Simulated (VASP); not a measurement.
# CaO (Fm-3m) in VASP: relaxation of cell and atoms with PBEsol

Aim: the relaxation of cell and atoms of CaO with PBEsol.

All numbers are computed with VASP 6.6.1; they aren't measurements. Logs are shortened: lines on timing, memory, paths and dates and some standing lists are left out, and cuts for length are marked.

### 1 The cell of the first run

It takes space group Fm-3m (No. 225, cubic). The conventional cell has a = 4.813 Å, b = 4.813 Å, c = 4.813 Å, α = 90.00°, β = 90.00°, γ = 90.00°. Within 3.2 Å of Ca (site symmetry m-3m) lie 6 O at 2.41 Å. Within 3.2 Å of O (site symmetry m-3m) lie 6 Ca at 2.41 Å.

### 2 Relaxation of cell and atoms, PBEsol

INCAR

```
SYSTEM = CaO
PREC     = Accurate       ! precision mode
ENCUT    = 600            ! plane-wave cutoff, eV
EDIFF    = 1E-6           ! SCF threshold, eV
ISMEAR   = -1             ! smearing method
SIGMA    = 0.05           ! smearing width, eV
LREAL    = .FALSE.        ! projectors in reciprocal space
LASPH    = .TRUE.         ! aspherical terms in the spheres
NELM     = 100            ! most SCF steps
ALGO     = Normal         ! electronic algorithm
ISIF     = 3              ! what is computed and relaxed
LWAVE    = .FALSE.        ! write WAVECAR
LCHARG   = .FALSE.        ! write CHGCAR
GGA      = PS             ! functional
IBRION   = 2              ! ionic algorithm
NSW      = 100            ! ionic steps
EDIFFG   = -0.002         ! ionic threshold
```

KPOINTS

```
Automatic mesh
0
G
  18 18 18
  0 0 0
```

POSCAR

```
CaO
1.0
    0.0000000000      2.4065000000      2.4065000000
    2.4065000000      0.0000000000      2.4065000000
    2.4065000000      2.4065000000      0.0000000000
Ca O
1 1
Direct
    0.0000000000      0.0000000000      0.0000000000
    0.5000000000      0.5000000000      0.5000000000
```

Potentials or basis: VASP PAW PBE potentials, release 64 (Ca_sv, O).

Launch:

```bash
cat potpaw_PBE.64/Ca_sv/POTCAR potpaw_PBE.64/O/POTCAR > POTCAR
mpirun -np 1 vasp_std > vasp.out
```

OUTCAR:

```text
SYSTEM = CaO
   PREC = Accurate
   ENCUT = 600
   EDIFF = 1E-6
   ISMEAR = -1
   LREAL = .FALSE.
   LASPH = .TRUE.
   NELM = 100
   ISIF = 3
   GGA = PS
   IBRION = 2
   NSW = 100
   EDIFFG = -0.002

 ion  position               nearest neighbor table
   1  0.000  0.000  0.000-   2 2.41   2 2.41   2 2.41   2 2.41   2 2.41   2 2.41
   2  0.500  0.500  0.500-   1 2.41   1 2.41   1 2.41   1 2.41   1 2.41   1 2.41

  LATTYP: Found a face centered cubic cell.
 ALAT       =     4.8130000000

  Lattice vectors:

 A1 = (   0.0000000000,   2.4065000000,   2.4065000000)
 A2 = (   2.4065000000,   0.0000000000,   2.4065000000)
 A3 = (   2.4065000000,   2.4065000000,   0.0000000000)

Analysis of symmetry for initial positions (statically):
=====================================================================
 Subroutine PRICEL returns:
 Original cell was already a primitive cell.

 Routine SETGRP: Setting up the symmetry group for a
 face centered cubic supercell.

 Subroutine GETGRP returns: Found 48 space group operations
 (whereof 48 operations were pure point group operations)
 out of a pool of 48 trial point group operations.

The static configuration has the point symmetry O_h .

Analysis of symmetry for dynamics (positions and initial velocities):
=====================================================================
 Subroutine PRICEL returns:
 Original cell was already a primitive cell.

 Routine SETGRP: Setting up the symmetry group for a
 face centered cubic supercell.

 Subroutine GETGRP returns: Found 48 space group operations
 (whereof 48 operations were pure point group operations)
 out of a pool of 48 trial point group operations.

The dynamic configuration has the point symmetry O_h .

 Subroutine INISYM returns: Found 48 space group operations
 (whereof 48 operations are pure point group operations),
 and found     1 'primitive' translations

----------------------------------------------------------------------------------------

                                     Primitive cell

  volume of cell :      27.8732

  direct lattice vectors                    reciprocal lattice vectors
     0.000000000  2.406500000  2.406500000    -0.207770621  0.207770621  0.207770621
     2.406500000  0.000000000  2.406500000     0.207770621 -0.207770621  0.207770621
     2.406500000  2.406500000  0.000000000     0.207770621  0.207770621 -0.207770621

  length of vectors
     3.403304938  3.403304938  3.403304938     0.359869272  0.359869272  0.359869272

  position of ions in fractional coordinates (direct lattice)
     0.000000000  0.000000000  0.000000000
     0.500000000  0.500000000  0.500000000

  ion indices of the primitive-cell ions
   primitive index   ion index
                 1           1
                 2           2

----------------------------------------------------------------------------------------

 KPOINTS: Automatic mesh

Automatic generation of k-mesh.
 Grid dimensions read from file:
 generate k-points for:   18   18   18

 Generating k-lattice:

  Cartesian coordinates                     Fractional coordinates (reciprocal lattice)
    -0.011542812  0.011542812  0.011542812     0.055555556  0.000000000  0.000000000
     0.011542812 -0.011542812  0.011542812     0.000000000  0.055555556  0.000000000
     0.011542812  0.011542812 -0.011542812     0.000000000  0.000000000  0.055555556

  Length of vectors
     0.019992737  0.019992737  0.019992737

  Shift w.r.t. Gamma in fractional coordinates (k-lattice)
     0.000000000  0.000000000  0.000000000

 Subroutine IBZKPT returns following result:
 ===========================================

 Found    195 irreducible k-points:

 Following reciprocal coordinates:
            Coordinates               Weight
  0.000000  0.000000  0.000000      1.000000
  0.055556  0.000000  0.000000      8.000000
  0.111111  0.000000  0.000000      8.000000
  0.166667  0.000000  0.000000      8.000000
  0.222222  0.000000  0.000000      8.000000
  0.277778  0.000000  0.000000      8.000000
[... 16 lines left out ...]
 -0.277778  0.055556  0.000000     24.000000
 -0.222222  0.055556  0.000000     24.000000
 [... further k-points ...]
   k-points           NKPTS =    195   k-points in BZ     NKDIM =    195   number of bands    NBANDS=     12
   number of dos      NEDOS =    301   number of ions     NIONS =      2
   total plane-waves  NPLWV =  21952
   dimension x,y,z NGX =    28 NGY =   28 NGZ =   28
   dimension x,y,z NGXF=    56 NGYF=   56 NGZF=   56
   ions per type =               1   1
   NGX,Y,Z   is equivalent  to a cutoff of  13.68, 13.68, 13.68 a.u.
   NGXF,Y,Z  is equivalent  to a cutoff of  27.36, 27.36, 27.36 a.u.
 SYSTEM =  CaO
   PREC   = accura    normal or accurate (medium, high low for compatibility)
   ISTART =      0    job   : 0-new  1-cont  2-samecut
   ICHARG =      2    charge: 1-file 2-atom 10-const
   ISPIN  =      1    spin polarized calculation?
   LNONCOLLINEAR =      F non collinear calculations
   LSORBIT =      F    spin-orbit coupling
   LASPH  =      T    aspherical Exc in radial PAW
   ENCUT  =  600.0 eV  44.10 Ry    6.64 a.u.   6.80  6.80  6.80*2*pi/ulx,y,z
   NELM   =    100;   NELMIN=  2; NELMDL= -5     # of ELM steps
   EDIFF  = 0.1E-05   stopping-criterion for ELM
   LREAL  =      F    real-space projection
   EDIFFG = -.2E-02   stopping-criterion for IOM
   NSW    =    100    number of steps for IOM
   IBRION =      2    ionic relax: 0-MD 1-quasi-New 2-CG
   NFREE  =      1    steps in history (QN), initial steepest desc. (CG)
   ISIF   =      3    stress and relaxation
   ISYM   =      2    0-nonsym 1-usesym 2-fastsym
   POTIM  = 0.5000    time-step for ionic-motion
   TEBEG  =    0.0;   TEEND  =   0.0 temperature during run
   PSTRESS=    0.0 pullay stress
   NELECT =      16.0000    total number of electrons
   NUPDOWN=      -1.0000    fix difference up-down
   EMIN   =  10.00;   EMAX   =-10.00  energy-range for DOS
   EFERMI =   0.00;   METHOD = LEGACY
   ISMEAR =    -1;   SIGMA  =   0.05  broadening in eV -4-tet -1-fermi 0-gaus
   EFERMI_NEDOS =   21; number of points for ismear=-14 and -15
   IALGO  =     38    algorithm
   IMIX   =      4    mixing-type and parameters
     AMIX     =   0.40;   BMIX     =  1.00
     AMIX_MAG =   1.60;   BMIX_MAG =  1.00
  volume/ion in A,a.u.               =      13.94        94.05
  Fermi-wavevector in a.u.,A,eV,Ry     =   1.360564  2.571093 25.186211  1.851134
  Thomas-Fermi vector in A             =   2.487215
   LORBIT       =      0    0 simple, 1 ext, 2 COOP (PROOUT), +10 PAW based schemes
   GGA     = PS    functional components
   LHFCALC =     F    Hartree Fock is set to
   AEXX    =    0.0000 exact exchange contribution
   IVDW    =     0    specifies the selected vdW correction
   LEPSILON=     F    determine dielectric tensor
   LRPA    =     F    only Hartree local field effects (RPA)
 conjugate gradient relaxation of ions
 non-spin polarized calculation
  energy-cutoff  :      600.00
  volume of cell :       27.87
 maximum number of plane-waves:       944
   NGX = 13   NGY = 13   NGZ = 13

--------------------------------------- Ionic step        1  -------------------------------------------

 number of electron      15.9999998 magnetization

 Free energy of the ion-electron system (eV)
  ---------------------------------------------------
  ext. energy  EPLUGINS =         0.00000000
  ---------------------------------------------------
  free energy    TOTEN  =       -13.40914690 eV

  energy without entropy =      -13.40914690  energy(sigma->0) =      -13.40914690

------------------------ aborting loop because EDIFF is reached ----------------------------------------

  FORCE on cell =-STRESS in cart. coord.  units (eV):
  Direction    XX          YY          ZZ          XY          YZ          ZX
  --------------------------------------------------------------------------------------
  -------------------------------------------------------------------------------------
  Total       -0.4542235     -0.4542235     -0.4542235     -0.0000000     -0.0000000      0.0000000
  in kB      -26.1091393    -26.1091393    -26.1091393     -0.0000000     -0.0000000      0.0000000
  external PRESSURE =     -26.1091393 kB  Pullay stress =       0.0000000 kB

 VOLUME and BASIS-vectors are now :
 -----------------------------------------------------------------------------
  energy-cutoff  :      600.00
  volume of cell :       27.87
      direct lattice vectors                 reciprocal lattice vectors
     0.000000000  2.406500000  2.406500000    -0.207770621  0.207770621  0.207770621
     2.406500000  0.000000000  2.406500000     0.207770621 -0.207770621  0.207770621
     2.406500000  2.406500000  0.000000000     0.207770621  0.207770621 -0.207770621
[... 37 lines left out ...]
 POSITION                                       TOTAL-FORCE (eV/Angst)
 -----------------------------------------------------------------------------------
      2.38013      4.76027      2.38013        -0.000000     -0.000000     -0.000000
      2.38013      2.38013      2.38013         0.000000      0.000000      0.000000
 -----------------------------------------------------------------------------------
    total drift:                                0.000000      0.000000      0.000000

  FREE ENERGIE OF THE ION-ELECTRON SYSTEM (eV)
  ---------------------------------------------------
  free  energy   TOTEN  =       -13.4138471433 eV

  energy  without entropy=      -13.4138471432  energy(sigma->0) =      -13.41384714

--------------------------------------- Ionic step        3  -------------------------------------------

 number of electron      15.9999997 magnetization

 Free energy of the ion-electron system (eV)
  ---------------------------------------------------
  ext. energy  EPLUGINS =         0.00000000
  ---------------------------------------------------
  free energy    TOTEN  =       -13.41466046 eV

  energy without entropy =      -13.41466046  energy(sigma->0) =      -13.41466046

 E-fermi :   3.3573     XC(G=0): -10.8351

 val. band max:        2.3064162746   @ k =   0.0000   0.0000   0.0000
 cond. band min:       5.8324607140   @ k =   0.5000   0.5000   0.0000
 fundamental gap:      3.5260444395
 Fermi energy:         3.3573418335

 k-point     1 :       0.0000    0.0000    0.0000
  band No.  band energies     occupation
      1     -34.9984      2.00000
      2     -15.8245      2.00000
      3     -15.8245      2.00000
      4     -15.8245      2.00000
      5     -13.1767      2.00000
      6       2.3064      2.00000
      7       2.3064      2.00000
      8       2.3064      2.00000
      9       7.0325      0.00000
     10       8.5471      0.00000
     11       8.5471      0.00000
     12       8.5471      0.00000

 k-point     2 :       0.0556    0.0000    0.0000
  band No.  band energies     occupation
      1     -34.9949      2.00000
      2     -15.8788      2.00000
      3     -15.8263      2.00000
      4     -15.8263      2.00000
      5     -13.1205      2.00000
      6       2.1814      2.00000
      7       2.2592      2.00000
      8       2.2592      2.00000
      9       7.1864      0.00000
     10       8.5314      0.00000
     11       8.6031      0.00000
     12       8.6031      0.00000
[... 316 lines left out ...]
 k-point    24 :      -0.2222    0.0556    0.0000
  band No.  band energies     occupation
      1     -34.9414      2.00000
      2     -16.5141      2.00000
      3     -15.8812      2.00000
      4     -15.8410      2.00000
      5     -12.4479      2.00000
      6       0.7473      2.00000
      7       1.5638      2.00000
      8       1.7408      2.00000
      9       8.4541      0.00000
     10       9.1024      0.00000
     11       9.3698      0.00000
     12       9.7625      0.00000

 [... further k-points ...]

------------------------ aborting loop because EDIFF is reached ----------------------------------------

  FORCE on cell =-STRESS in cart. coord.  units (eV):
  Direction    XX          YY          ZZ          XY          YZ          ZX
  --------------------------------------------------------------------------------------
  -------------------------------------------------------------------------------------
  Total        0.0006582      0.0006582      0.0006582     -0.0000000      0.0000000     -0.0000000
  in kB        0.0387546      0.0387546      0.0387546     -0.0000000      0.0000000     -0.0000000
  external PRESSURE =       0.0387546 kB  Pullay stress =       0.0000000 kB

 VOLUME and BASIS-vectors are now :
 -----------------------------------------------------------------------------
  energy-cutoff  :      600.00
  volume of cell :       27.21
      direct lattice vectors                 reciprocal lattice vectors
    -0.000000000  2.387326410  2.387326410    -0.209439312  0.209439312  0.209439312
     2.387326410  0.000000000  2.387326410     0.209439312 -0.209439312  0.209439312
     2.387326410  2.387326410  0.000000000     0.209439312  0.209439312 -0.209439312

 POSITION                                       TOTAL-FORCE (eV/Angst)
 -----------------------------------------------------------------------------------
      0.00000      0.00000      0.00000        -0.000000      0.000000     -0.000000
      2.38733      2.38733      2.38733         0.000000     -0.000000      0.000000
 -----------------------------------------------------------------------------------
    total drift:                                0.000000      0.000000      0.000000

  FREE ENERGIE OF THE ION-ELECTRON SYSTEM (eV)
  ---------------------------------------------------
  free  energy   TOTEN  =       -13.4146604623 eV

  energy  without entropy=      -13.4146604623  energy(sigma->0) =      -13.41466046

 reached required accuracy - stopping structural energy minimisation
```

It took 3.4 min on 1 thread of AMD EPYC 7R43 (Zen 3), shared host; peak memory 0.21 GiB.

Results:

```
Free energy                           : -13.4147 eV
Relaxed volume                        : 13.61 Å³/atom
Relaxed cell                          : a = 3.376 Å, b = 3.376 Å, c = 3.376 Å, α = 60.00°, β = 60.00°, γ = 60.00°
Space group after relaxing (to 0.1 Å) : Fm-3m (No. 225)
Energy gained by relaxing             : 2.8 meV/atom
Ionic steps                           : 3
Pressure after relaxing               : 0.0 GPa
Band gap on the k mesh                : 3.53 eV (least direct gap 3.90 eV)
```

The path:
| step | energy change (eV) | largest force (eV/Å) | pressure (GPa) | volume (Å³) |
| --- | --- | --- | --- | --- |
| 1 | 0.0000 | 0.0000 | -2.61 | 27.87 |
| 2 | -0.0047 | 0.0000 | 1.07 | 26.97 |
| 3 | -0.0055 | 0.0000 | 0.00 | 27.21 |

Final structure:
```
Ca O
1.0
     0.00000    2.38733    2.38733
     2.38733    0.00000    2.38733
     2.38733    2.38733    0.00000
Ca O
1 1
Direct
  0.00000 0.00000 0.00000
  0.50000 0.50000 0.50000
```

Levels at points of the mesh, in eV from the valence-band top:
| k point | band 4 | band 5 | band 6 | band 7 | band 8 | band 9 | band 10 | band 11 | band 12 |
| --- | --- | --- | --- | --- | --- | --- | --- | --- | --- |
| (0.00, 0.00, 0.00) | -18.13 | -15.48 | 0.00 | 0.00 | 0.00 | 4.73 | 6.24 | 6.24 | 6.24 |
| (0.50, 0.00, 0.00) | -18.19 | -14.16 | -2.74 | -1.26 | -1.26 | 7.11 | 8.48 | 8.49 | 8.49 |
| (0.50, 0.50, 0.00) | -18.38 | -15.24 | -1.31 | -0.37 | -0.37 | 3.53 | 8.19 | 9.04 | 9.73 |

Caveat: the PAW data sets were made with another functional, which shifts forces and pressure a little. A k mesh can miss the band edges.
